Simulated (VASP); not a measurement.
Wanted: the native input for a VASP 6.6.1 run.

| Property | Result |
| --- | --- |
| Task | single point |
| Functional | r2SCAN |
| Potentials or basis | VASP PAW PBE potentials, release 64 (B, As) |
| Cutoff | 520 eV |
| k mesh | 10 × 10 × 10 |
| Occupations | gaussian, width 0.01 eV |
| Spin | no spin polarisation |
| Dipole correction | no |
| Further INCAR settings | ALGO = Normal; EDIFF = 1e-07; NBANDS = 11 |

Crystal: BAs.

```
B As
1.0
     0.00000    2.39187    2.48754
     2.39187    0.00000    2.48754
     2.39187    2.39187    0.00000
B As
1 1
Direct
  0.00000 0.00000 0.00000
  0.25000 0.25000 0.25000
```

This cell differs from its parent crystal: uniaxial z strain +4.0%.

The input as run:

POSCAR

```
BAs
1.0
    0.0000000000      2.3918676041      2.4875423082
    2.3918676041      0.0000000000      2.4875423082
    2.3918676041      2.3918676041      0.0000000000
B As
1 1
Direct
    0.0000000000      0.0000000000      0.0000000000
    0.2500000000      0.2500000000      0.2500000000
```

INCAR.step1

```
SYSTEM = BAs
PREC     = Accurate       ! precision mode
ENCUT    = 520            ! plane-wave cutoff, eV
ISMEAR   = 0              ! smearing method
SIGMA    = 0.01           ! smearing width, eV
LREAL    = .FALSE.        ! projectors in reciprocal space
LASPH    = .TRUE.         ! aspherical terms in the spheres
NELM     = 80             ! most SCF steps
NBANDS   = 11             ! bands
GGA      = PE             ! functional
ALGO     = Normal         ! electronic algorithm
EDIFF    = 1E-4           ! SCF threshold, eV
LWAVE    = .TRUE.         ! write WAVECAR
LCHARG   = .FALSE.        ! write CHGCAR
```

INCAR.step2

```
SYSTEM = BAs
PREC     = Accurate       ! precision mode
ENCUT    = 520            ! plane-wave cutoff, eV
EDIFF    = 1E-7           ! SCF threshold, eV
ISMEAR   = 0              ! smearing method
SIGMA    = 0.01           ! smearing width, eV
LREAL    = .FALSE.        ! projectors in reciprocal space
LASPH    = .TRUE.         ! aspherical terms in the spheres
NELM     = 80             ! most SCF steps
ALGO     = Normal         ! electronic algorithm
ISIF     = 2              ! what is computed and relaxed
LWAVE    = .FALSE.        ! write WAVECAR
LCHARG   = .TRUE.         ! write CHGCAR
METAGGA  = R2SCAN         ! meta-GGA
LMIXTAU  = .TRUE.       
LELF     = .TRUE.         ! ELF
LVHAR    = .TRUE.       
NBANDS   = 11             ! bands
ISTART   = 1
```

KPOINTS

```
Automatic mesh
0
G
  10 10 10
  0 0 0
```

Potentials or basis: VASP PAW PBE potentials, release 64 (B, As).

Command:

```console
$ cat potpaw_PBE.64/B/POTCAR potpaw_PBE.64/As/POTCAR > POTCAR
$ cp INCAR.step1 INCAR
$ mpirun -np 1 vasp_std > vasp.out
$ cp INCAR.step2 INCAR
$ mpirun -np 1 vasp_std > vasp.out
```

Results of the run:

```json
{
  "Pressure": "-4.9 GPa",
  "Band gap on the k mesh": "1.11 eV, indirect (least direct gap 3.18 eV)"
}
```

Caveat: the cell differs from its parent crystal (uniaxial z strain +4.0%); the PAW data sets were made with another functional, which shifts forces and pressure a little.

Wall time 3.9 min on 1 thread of AMD EPYC 7R43 64-Core Processor (Zen 3), with other jobs on the host, peak memory 0.15 GiB.
